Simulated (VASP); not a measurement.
Runs of VASP 6.6.1 on Pd. The structure is that of space group Fm-3m (No. 225), or close to it. The cells are those of the table. 

```csv
task,cell,gap on the mesh (eV),pressure (GPa)
single point,"a = 2.778 Å, angles 58.7°, 1 atom",none,7.5
single point,"a = 2.710 Å, angles 62.0°, 1 atom",none,7.8
single point,"a = 2.764, b = 2.764, c = 2.778 Å, angles 59.8, 59.8, 60.3°, 1 atom",none,3.3
single point,"a = 2.737 Å, angles 60.7°, 1 atom",none,7.3
single point,"a = 2.723, b = 2.723, c = 2.695 Å, angles 60.3, 60.3, 59.3°, 1 atom",none,16.6
electric field gradients,"a = 2.778 Å, angles 58.7°, 1 atom",none,7.5
single point,"a = 2.792, b = 2.792, c = 2.833 Å, angles 59.5, 59.5, 61.0°, 1 atom",none,(a)
electric field gradients,"a = 2.737 Å, angles 60.7°, 1 atom",none,7.3
```

Alike in all rows: level PBE; potentials or basis VASP PAW PBE potentials, release 64 (Pd); no spin polarisation; k mesh 18 × 18 × 18; cutoff (eV) 520; smearing fermi-dirac 0.05 eV.

**Question.** Estimate the missing entries.

**Answer.** (a) -3.2.

Caveats: the cell stands under pressure (at least some runs); the cell stands under tension (at least some runs).

A k mesh can miss the band edges, and the runs leave out spin-orbit coupling on Pd.

A gap of «none» marks levels without a gap at the run's occupations.
